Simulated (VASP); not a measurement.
# GaN (NiAs type) (P6_3/mmc) in VASP: single point with r2SCAN

Aim: the single point of GaN (NiAs type) with r2SCAN.

Everything below comes from runs of VASP 6.6.1. Logs are shortened: lines on timing, memory, paths and dates and some standing lists are left out, and cuts for length are marked.

### Step 1. The cell of the first run

The structure is hexagonal, space group P6_3/mmc (No. 194). The conventional cell has a = 2.967 Å, b = 2.967 Å, c = 5.033 Å, α = 90.00°, β = 90.00°, γ = 120.00°. Ga (site symmetry -3m) has 6 N at 2.13 Å and 2 Ga at 2.52 Å within 2.8 Å. Within 2.8 Å of N (site symmetry -6m2) lie 6 Ga at 2.13 Å.

### Step 2. Single point, r2SCAN

POSCAR

```
GaN
1.0
    2.9674563568      0.0000000000      0.0000000000
   -1.4837281784      2.5698925896      0.0000000000
    0.0000000000      0.0000000000      5.0327427812
Ga N
2 2
Direct
    0.0000000000      0.0000000000      0.0000000000
    0.0000000000      0.0000000000      0.5000000000
    0.3333333333      0.6666666667      0.2500000000
    0.6666666667      0.3333333333      0.7500000000
```

INCAR.step1

```
SYSTEM = GaN
PREC = Accurate
ENCUT = 520
ISMEAR = -1
SIGMA = 0.08
LREAL = .FALSE.
LASPH = .TRUE.
NELM = 60
NBANDS = 26
GGA = PE
ALGO = Normal
EDIFF = 1E-4
LWAVE = .TRUE.
LCHARG = .FALSE.
```

INCAR.step2

```
SYSTEM = GaN
PREC = Accurate
ENCUT = 520
EDIFF = 1E-6
ISMEAR = -1
SIGMA = 0.08
LREAL = .FALSE.
LASPH = .TRUE.
NELM = 60
ALGO = Normal
ISIF = 2
LWAVE = .FALSE.
LCHARG = .FALSE.
METAGGA = R2SCAN
LMIXTAU = .TRUE.
NBANDS = 26
ISTART = 1
```

KPOINTS

```
Automatic mesh
0
G
  12 12 7
  0 0 0
```

Potentials or basis: VASP PAW PBE potentials, release 64 (Ga_d, N).

Run with:

```sh
$ cat potpaw_PBE.64/Ga_d/POTCAR potpaw_PBE.64/N/POTCAR > POTCAR
$ cp INCAR.step1 INCAR
$ mpirun -np 1 vasp_std > vasp.out
$ cp INCAR.step2 INCAR
$ mpirun -np 1 vasp_std > vasp.out
```

OUTCAR:

```text
SYSTEM = GaN
   PREC = Accurate
   ENCUT = 520
   EDIFF = 1E-6
   ISMEAR = -1
   LREAL = .FALSE.
   LASPH = .TRUE.
   NELM = 60
   ISIF = 2
   METAGGA = R2SCAN
   ISTART = 1

 ion  position               nearest neighbor table
   1  0.000  0.000  0.000-   3 2.13   4 2.13   3 2.13   4 2.13   4 2.13   3 2.13   2 2.52   2 2.52

   2  0.000  0.000  0.500-   3 2.13   4 2.13   3 2.13   4 2.13   4 2.13   3 2.13   1 2.52   1 2.52

   3  0.333  0.667  0.250-   1 2.13   2 2.13   1 2.13   2 2.13   1 2.13   2 2.13
   4  0.667  0.333  0.750-   1 2.13   2 2.13   1 2.13   2 2.13   1 2.13   2 2.13

  LATTYP: Found a hexagonal cell.
 ALAT       =     2.9674563568
 C/A-ratio  =     1.6959787023

  Lattice vectors:

 A1 = (   2.9674563568,   0.0000000000,   0.0000000000)
 A2 = (  -1.4837281784,   2.5698925896,   0.0000000000)
 A3 = (   0.0000000000,   0.0000000000,   5.0327427812)

Analysis of symmetry for initial positions (statically):
=====================================================================
 Subroutine PRICEL returns:
 Original cell was already a primitive cell.

 Routine SETGRP: Setting up the symmetry group for a
 hexagonal supercell.

 Subroutine GETGRP returns: Found 24 space group operations
 (whereof 12 operations were pure point group operations)
 out of a pool of 24 trial point group operations.

The static configuration has the point symmetry D_3d.
 The point group associated with its full space group is D_6h.

Analysis of symmetry for dynamics (positions and initial velocities):
=====================================================================
 Subroutine PRICEL returns:
 Original cell was already a primitive cell.

 Routine SETGRP: Setting up the symmetry group for a
 hexagonal supercell.

 Subroutine GETGRP returns: Found 24 space group operations
 (whereof 12 operations were pure point group operations)
 out of a pool of 24 trial point group operations.

The dynamic configuration has the point symmetry D_3d.
 The point group associated with its full space group is D_6h.

 Subroutine INISYM returns: Found 24 space group operations
 (whereof 12 operations are pure point group operations),
 and found     1 'primitive' translations

----------------------------------------------------------------------------------------

                                     Primitive cell

  volume of cell :      38.3799

  direct lattice vectors                    reciprocal lattice vectors
     2.967456357  0.000000000  0.000000000     0.336988949  0.194560661  0.000000000
    -1.483728178  2.569892590  0.000000000     0.000000000  0.389121321  0.000000000
     0.000000000  0.000000000  5.032742781     0.000000000  0.000000000  0.198698810

  length of vectors
     2.967456357  2.967456357  5.032742781     0.389121321  0.389121321  0.198698810

  position of ions in fractional coordinates (direct lattice)
     0.000000000  0.000000000  0.000000000
     0.000000000  0.000000000  0.500000000
     0.333333333  0.666666667  0.250000000
     0.666666667  0.333333333  0.750000000

  ion indices of the primitive-cell ions
   primitive index   ion index
                 1           1
                 2           2
                 3           3
                 4           4

----------------------------------------------------------------------------------------

 KPOINTS: Automatic mesh

Automatic generation of k-mesh.
 Grid dimensions read from file:
 generate k-points for:   12   12    7

 Generating k-lattice:

  Cartesian coordinates                     Fractional coordinates (reciprocal lattice)
     0.028082412  0.016213388  0.000000000     0.083333333  0.000000000  0.000000000
     0.000000000  0.032426777  0.000000000     0.000000000  0.083333333  0.000000000
     0.000000000  0.000000000  0.028385544     0.000000000  0.000000000  0.142857143

  Length of vectors
     0.032426777  0.032426777  0.028385544

  Shift w.r.t. Gamma in fractional coordinates (k-lattice)
     0.000000000  0.000000000  0.000000000

 Subroutine IBZKPT returns following result:
 ===========================================

 Found     76 irreducible k-points:

 Following reciprocal coordinates:
            Coordinates               Weight
  0.000000  0.000000  0.000000      1.000000
  0.083333  0.000000  0.000000      6.000000
  0.166667  0.000000  0.000000      6.000000
  0.250000 -0.000000  0.000000      6.000000
  0.333333 -0.000000  0.000000      6.000000
  0.416667 -0.000000  0.000000      6.000000
[... 16 lines left out ...]
  0.250000 -0.000000  0.142857     12.000000
  0.333333 -0.000000  0.142857     12.000000
 [... further k-points ...]
   k-points           NKPTS =     76   k-points in BZ     NKDIM =     76   number of bands    NBANDS=     26
   number of dos      NEDOS =    301   number of ions     NIONS =      4
   total plane-waves  NPLWV =  23040
   dimension x,y,z NGX =    24 NGY =   24 NGZ =   40
   dimension x,y,z NGXF=    48 NGYF=   48 NGZF=   80
   ions per type =               2   2
   NGX,Y,Z   is equivalent  to a cutoff of  13.45, 13.45, 13.21 a.u.
   NGXF,Y,Z  is equivalent  to a cutoff of  26.89, 26.89, 26.43 a.u.
 SYSTEM =  GaN
   PREC   = accura    normal or accurate (medium, high low for compatibility)
   ISTART =      1    job   : 0-new  1-cont  2-samecut
   ICHARG =      0    charge: 1-file 2-atom 10-const
   ISPIN  =      1    spin polarized calculation?
   LNONCOLLINEAR =      F non collinear calculations
   LSORBIT =      F    spin-orbit coupling
   LASPH  =      T    aspherical Exc in radial PAW
   ENCUT  =  520.0 eV  38.22 Ry    6.18 a.u.   5.52  5.52  9.36*2*pi/ulx,y,z
   NELM   =     60;   NELMIN=  2; NELMDL=  0     # of ELM steps
   EDIFF  = 0.1E-05   stopping-criterion for ELM
   LREAL  =      F    real-space projection
[... 7 lines left out ...]
   TEBEG  =    0.0;   TEEND  =   0.0 temperature during run
   PSTRESS=    0.0 pullay stress
   NELECT =      36.0000    total number of electrons
   NUPDOWN=      -1.0000    fix difference up-down
   EMIN   =  10.00;   EMAX   =-10.00  energy-range for DOS
   EFERMI =   0.00;   METHOD = LEGACY
   ISMEAR =    -1;   SIGMA  =   0.08  broadening in eV -4-tet -1-fermi 0-gaus
   EFERMI_NEDOS =   21; number of points for ismear=-14 and -15
   IALGO  =     38    algorithm
   IMIX   =      4    mixing-type and parameters
     AMIX     =   0.40;   BMIX     =  1.00
     AMIX_MAG =   1.60;   BMIX_MAG =  1.00
  volume/ion in A,a.u.               =       9.59        64.75
  Fermi-wavevector in a.u.,A,eV,Ry     =   1.602535  3.028353 34.941393  2.568120
  Thomas-Fermi vector in A             =   2.699341
   LORBIT       =      0    0 simple, 1 ext, 2 COOP (PROOUT), +10 PAW based schemes
   METAGGA = R2SCAN    functional components
   LHFCALC =     F    Hartree Fock is set to
   AEXX    =    0.0000 exact exchange contribution
   IVDW    =     0    specifies the selected vdW correction
   LEPSILON=     F    determine dielectric tensor
   LRPA    =     F    only Hartree local field effects (RPA)
 non-spin polarized calculation
  energy-cutoff  :      520.00
  volume of cell :       38.38
 maximum number of plane-waves:      1062
 NGX is ok and might be reduce to    24
   NGX = 11   NGY = 11   NGZ = 19

 number of electron      36.0000036 magnetization

 Free energy of the ion-electron system (eV)
  ---------------------------------------------------
  ext. energy  EPLUGINS =         0.00000000
  ---------------------------------------------------
  free energy    TOTEN  =       -41.36940944 eV

  energy without entropy =      -41.36940917  energy(sigma->0) =      -41.36940931

 E-fermi :   8.5979     XC(G=0): -14.0549

 val. band max:        7.5526266800   @ k =   0.1667   0.0000   0.0000
 cond. band min:       9.4308410116   @ k =   0.3333   0.3333   0.0000
 fundamental gap:      1.8782143317
 Fermi energy:         8.5978967254

 k-point     1 :       0.0000    0.0000    0.0000
  band No.  band energies     occupation
      1     -10.5361      2.00000
      2      -7.6976      2.00000
      3      -7.4770      2.00000
      4      -7.2648      2.00000
      5      -7.2648      2.00000
      6      -7.0588      2.00000
[... 18 lines left out ...]
     25      22.1110      0.00000
     26      22.1111      0.00000

 k-point     2 :       0.0833    0.0000    0.0000
  band No.  band energies     occupation
      1     -10.4147      2.00000
      2      -7.9681      2.00000
      3      -7.4701      2.00000
      4      -7.2591      2.00000
      5      -7.0884      2.00000
      6      -7.0528      2.00000
[... 18 lines left out ...]
     25      21.3429      0.00000
     26      21.5496      0.00000

 k-point     3 :       0.1667    0.0000    0.0000
  band No.  band energies     occupation
      1     -10.0629      2.00000
      2      -8.2856      2.00000
      3      -7.4518      2.00000
      4      -7.2518      2.00000
      5      -7.1042      2.00000
      6      -7.0804      2.00000
[... 18 lines left out ...]
     25      20.0261      0.00000
     26      20.0884      0.00000

 k-point     4 :       0.2500   -0.0000    0.0000
  band No.  band energies     occupation
      1      -9.5355      2.00000
      2      -8.4938      2.00000
      3      -7.4288      2.00000
      4      -7.2576      2.00000
      5      -7.1374      2.00000
      6      -7.1333      2.00000
[... 18 lines left out ...]
     25      19.0092      0.00000
     26      20.9940      0.00000
[... 496 lines left out ...]
      1      -9.9784      2.00000
      2      -8.3508      2.00000
      3      -7.4243      2.00000
      4      -7.2341      2.00000
      5      -7.1024      2.00000
      6      -7.0846      2.00000
[... 18 lines left out ...]
     25      20.0677      0.00000
     26      20.1499      0.00000

 k-point    23 :       0.2500   -0.0000    0.1429
  band No.  band energies     occupation
      1      -9.4689      2.00000
      2      -8.5191      2.00000
      3      -7.4031      2.00000
      4      -7.2384      2.00000
      5      -7.1530      2.00000
      6      -7.1087      2.00000
[... 18 lines left out ...]
     25      19.1933      0.00000
     26      20.9320      0.00000

 k-point    24 :       0.3333   -0.0000    0.1429
  band No.  band energies     occupation
      1      -9.0384      2.00000
      2      -8.4333      2.00000
      3      -7.3946      2.00000
      4      -7.2533      2.00000
      5      -7.2069      2.00000
      6      -7.1165      2.00000
[... 18 lines left out ...]
     25      19.1539      0.00000
     26      21.8326      0.00000

 [... further k-points ...]

------------------------ aborting loop because EDIFF is reached ----------------------------------------

  FORCE on cell =-STRESS in cart. coord.  units (eV):
  Direction    XX          YY          ZZ          XY          YZ          ZX
  --------------------------------------------------------------------------------------
  -------------------------------------------------------------------------------------
  Total        0.2494891      0.2494891      0.2813724     -0.0000000      0.0000000      0.0000000
  in kB       10.4149710     10.4149710     11.7459451     -0.0000000      0.0000000      0.0000000
  external PRESSURE =      10.8586290 kB  Pullay stress =       0.0000000 kB

 VOLUME and BASIS-vectors are now :
 -----------------------------------------------------------------------------
  energy-cutoff  :      520.00
  volume of cell :       38.38
      direct lattice vectors                 reciprocal lattice vectors
     2.967456357  0.000000000  0.000000000     0.336988949  0.194560661  0.000000000
    -1.483728178  2.569892590  0.000000000     0.000000000  0.389121321  0.000000000
     0.000000000  0.000000000  5.032742781     0.000000000  0.000000000  0.198698810

 POSITION                                       TOTAL-FORCE (eV/Angst)
 -----------------------------------------------------------------------------------
      0.00000      0.00000      0.00000        -0.000000      0.000000     -0.000000
      0.00000      0.00000      2.51637        -0.000000      0.000000     -0.000000
     -0.00000      1.71326      1.25819         0.000000      0.000000     -0.000000
      1.48373      0.85663      3.77456         0.000000     -0.000000      0.000000
 -----------------------------------------------------------------------------------
    total drift:                               -0.000000      0.000000      0.000000

  FREE ENERGIE OF THE ION-ELECTRON SYSTEM (eV)
  ---------------------------------------------------
  free  energy   TOTEN  =       -41.3694094410 eV

  energy  without entropy=      -41.3694091728  energy(sigma->0) =      -41.36940931
```

It took 2.5 min on 1 thread of Intel Xeon Platinum 8488C (Sapphire Rapids), shared host; peak memory 0.21 GiB.

Results:

- Free energy: -41.3694 eV
- Pressure: 1.1 GPa
- Band gap on the k mesh: 1.88 eV (least direct gap 2.27 eV)

Stress tensor (GPa, compression positive):
```
1.04 0.00 0.00
0.00 1.04 0.00
0.00 0.00 1.17
```

Caveat: the PAW data sets were made with another functional, which shifts forces and pressure a little.
